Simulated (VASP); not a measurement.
Runs of VASP 6.6.1 on CoSi (NiAs type). The structure is that of space group P6_3/mmc (No. 194), or close to it. The cells are those of the table. 

```tsv
cell	gap on the mesh (eV)	pressure (GPa)
a = 2.222, b = 2.222, c = 6.395 Å, angles 90.0, 90.0, 120.0°, 4 atoms	none	298.1
a = 2.953, b = 2.953, c = 4.739 Å, angles 90.0, 90.0, 120.0°, 4 atoms	none	117.9
a = 3.212, b = 3.212, c = 4.896 Å, angles 90.0, 90.0, 120.0°, 4 atoms	none	(b)
a = 3.089, b = 3.089, c = 4.814 Å, angles 90.0, 90.0, 120.0°, 4 atoms	none	64.0
a = 3.299, b = 3.299, c = 4.959 Å, angles 90.0, 90.0, 120.0°, 4 atoms	none	(a)
```

Alike in all rows: task single point; level PBE; potentials or basis VASP PAW PBE potentials, release 64 (Co, Si); no spin polarisation; k mesh 12 × 12 × 7; cutoff (eV) 520; smearing fermi-dirac 0.08 eV.

Problem. Fill in the values left out.

Solution. (a) 12.4; (b) 29.8.

Caveats: the cell stands under pressure; the run has no spin polarisation, though such a crystal can be magnetic.

A gap of «none» marks levels without a gap at the run's occupations.
